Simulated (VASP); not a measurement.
Input of a VASP 6.6.1 run:

The input POSCAR:

```
SnTe
1.0
    0.0000000000      3.6111460000      3.6111460000
    3.6111460000      0.0000000000      3.6111460000
    3.6111460000      3.6111460000      0.0000000000
Te Sn
1 1
Direct
    0.2500000000      0.2500000000      0.2500000000
    0.0000000000      0.0000000000      0.0000000000
```

Contents of INCAR.step1:

```
PREC = Accurate
ENCUT = 520
ISMEAR = -1
SIGMA = 0.05
LREAL = F
LASPH = T
NELM = 150
MAGMOM = 0 0 0 0 0 0
LSORBIT = T
GGA_COMPAT = F
NBANDS = 32
GGA = PE
ALGO = Normal
EDIFF = 1E-4
LWAVE = T
LCHARG = F
```

The input INCAR.step2:

```
PREC = Accurate
ENCUT = 520
EDIFF = 1E-6
ISMEAR = -1
SIGMA = 0.05
LREAL = F
LASPH = T
NELM = 150
ALGO = Normal
ISIF = 2
LWAVE = F
LCHARG = F
MAGMOM = 0 0 0 0 0 0
LORBIT = 11
LSORBIT = T
GGA_COMPAT = F
LORBMOM = T
METAGGA = R2SCAN
LMIXTAU = T
NBANDS = 32
ISTART = 1
```

KPOINTS

```
regular mesh
0
Gamma
  7 7 7
```

Potentials or basis: VASP PAW PBE potentials, release 64 (Te, Sn_d).

Run with:

```bash
$ cat potpaw_PBE.64/Te/POTCAR potpaw_PBE.64/Sn_d/POTCAR > POTCAR
$ cp INCAR.step1 INCAR
$ mpirun -np 1 vasp_ncl > vasp.out
$ cp INCAR.step2 INCAR
$ mpirun -np 1 vasp_ncl > vasp.out
```

Task: What does it give for the pressure?

Result: -0.6 GPa.

Task: Predict the net moment.

Result: 0.00 μB per cell.

Moments on the atoms (μB; x, y, z):
```
Te  0.00 0.00 0.00
Sn  0.00 0.00 0.00
```

Caveat: the PAW data sets were made with another functional, which shifts forces and pressure a little.
